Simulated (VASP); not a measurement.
Set up this calculation in VASP 6.6.1, as the native input.

```
Task                   : single point
Functional             : LDA
Potentials or basis    : VASP PAW LDA potentials, release 64 (C_h)
Cutoff                 : 1300 eV
k mesh                 : 12 × 12 × 12
Occupations            : gaussian, width 0.01 eV
Spin                   : no spin polarisation
Dipole correction      : no
Further INCAR settings : ALGO = Normal; EDIFF = 1e-06; NBANDS = 11
```

The structure of C lies in POSCAR:

```
C
1.0
    1.7634264938      1.7634264938      0.0000000000
   -1.7634264938      1.7634264938      0.0000000000
    0.0000000000      1.7634264938      1.7634264938
C
2
Direct
    0.5000000000      0.5000000000      0.0000000000
    0.7500000000      0.2500000000      0.5000000000
```

These files were run (other wordings do the same):

INCAR

```
SYSTEM = C
  PREC = Accurate
  ENCUT = 1300
  EDIFF = 1E-6
  ISMEAR = 0
  SIGMA = 0.01
  LREAL = .FALSE.
  LASPH = .TRUE.
  NELM = 120
  ALGO = Normal
  ISIF = 2
  LWAVE = .FALSE.
  LCHARG = .FALSE.
  GGA = CA
  NBANDS = 11
  GGA_COMPAT = .FALSE.
```

KPOINTS

```
regular mesh
0
G
  12 12 12
  0 0 0
```

Potentials or basis: VASP PAW LDA potentials, release 64 (C_h).

Run with:

```sh
$ cat potpaw_LDA.64/C_h/POTCAR > POTCAR
$ mpirun -np 1 vasp_std > vasp.out
```

It gave:

```
Pressure               : 2.9 GPa
Band gap on the k mesh : 4.21 eV (least direct gap 5.64 eV)
```

Wall time 74 s on 1 thread of AMD EPYC 7571, with other jobs on the host, peak memory 0.12 GiB.
